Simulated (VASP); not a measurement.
Set up this calculation in VASP 6.6.1, as the native input.

| Property | Result |
| --- | --- |
| Task | single point |
| Functional | LDA |
| Potentials or basis | VASP PAW LDA potentials, release 64 (Mo_sv, C) |
| Cutoff | 520 eV |
| k mesh | 9 × 9 × 1 |
| Occupations | gaussian, width 0.1 eV |
| Spin | no spin polarisation |
| Dipole correction | yes |
| Further INCAR settings | ALGO = Normal; EDIFF = 1e-06; NBANDS = 38 |

The structure of Mo4C lies in POSCAR:

```
Mo4C
1.0
    3.1111816891      0.0000000000      0.0000000000
    0.0000000000      3.1111816891      0.0000000000
    0.0000000000      0.0000000000     21.5098172784
Mo C
4 1
Direct
    0.5000000000      0.5000000000      0.1859615983
    0.0000000000      0.0000000000      0.2582816382
    0.5000000000      0.5000000000      0.3325055024
    0.0000000000      0.0000000000      0.3956248056
    0.1250000000      0.1250000000      0.5513676441
```

The input as run:

INCAR

```
ALGO = Normal ; DIPOL = 0.5 0.5 0.345
EDIFF = 1E-6 ; ENCUT = 520
GGA = CA ; IDIPOL = 3
ISIF = 2 ; ISMEAR = 0
LASPH = True ; LCHARG = True
LDIPOL = True ; LELF = True
LREAL = False ; LVACPOTAV = True
LVHAR = True ; LWAVE = False
NBANDS = 38 ; NELM = 100
PREC = Accurate ; SIGMA = 0.1
```

KPOINTS

```
k-points
0
Gamma
  9 9 1
```

Potentials or basis: VASP PAW LDA potentials, release 64 (Mo_sv, C).

The run is started by

```console
$ cat potpaw_LDA.64/Mo_sv/POTCAR potpaw_LDA.64/C/POTCAR > POTCAR
$ mpirun -np 1 vasp_std > vasp.out
```

Results of the run:

| Quantity | Value |
| --- | --- |
| Largest force | 1.794 eV/Å |
| Band gap on the k mesh | zero (bands 30 and 31 overlap by 0.86 eV) |

Run time: 5.9 min on 1 thread of Intel(R) Xeon(R) Platinum 8488C (Sapphire Rapids) (shared host), peak memory 0.33 GiB.
